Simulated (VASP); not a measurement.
Set up this calculation in VASP 6.6.1, as the native input.

```
Task                   : single point
Functional             : revPBE
Potentials or basis    : VASP PAW PBE potentials, release 64 (B, As)
Cutoff                 : 520 eV
k mesh                 : 12 × 8 × 6
Occupations            : fermi-dirac, width 0.05 eV
Spin                   : no spin polarisation
Dipole correction      : no
Further INCAR settings : ALGO = Normal; EDIFF = 1e-06; NBANDS = 11
```

The structure of BAs lies in POSCAR:

```
BAs
1.0
    3.1623653704      0.0000000000      0.0000000000
    0.0000000000      2.6227631800      0.0000000000
    0.0000000000      0.0000000000      3.1728455086
B As
1 1
Direct
    0.0000000000      0.5000000000      0.0000000000
    0.5000000000      0.5000000000      0.5000000000
```

One way to write it, as run:

INCAR

```
SYSTEM = BAs
PREC = Accurate
ENCUT = 520
EDIFF = 1E-6
ISMEAR = -1
SIGMA = 0.05
LREAL = .False.
LASPH = .True.
NELM = 60
ALGO = Normal
ISIF = 2
LWAVE = .False.
LCHARG = .True.
GGA = RE
LELF = .True.
LVHAR = .True.
NBANDS = 11
```

KPOINTS

```
Automatic mesh
0
Gamma
  12 8 6
  0 0 0
```

Potentials or basis: VASP PAW PBE potentials, release 64 (B, As).

Launch:

```sh
$ cat potpaw_PBE.64/B/POTCAR potpaw_PBE.64/As/POTCAR > POTCAR
$ mpirun -np 1 vasp_std > vasp.out
```

Results of the run:

- Pressure: 0.3 GPa
- Band gap on the k mesh: zero (bands 4 and 5 overlap by 5.51 eV)

Caveat: the PAW data sets were made with another functional, which shifts forces and pressure a little.

Run time: 34 s on 1 thread of Intel Xeon 8259CL, on a shared host, peak memory 0.16 GiB.
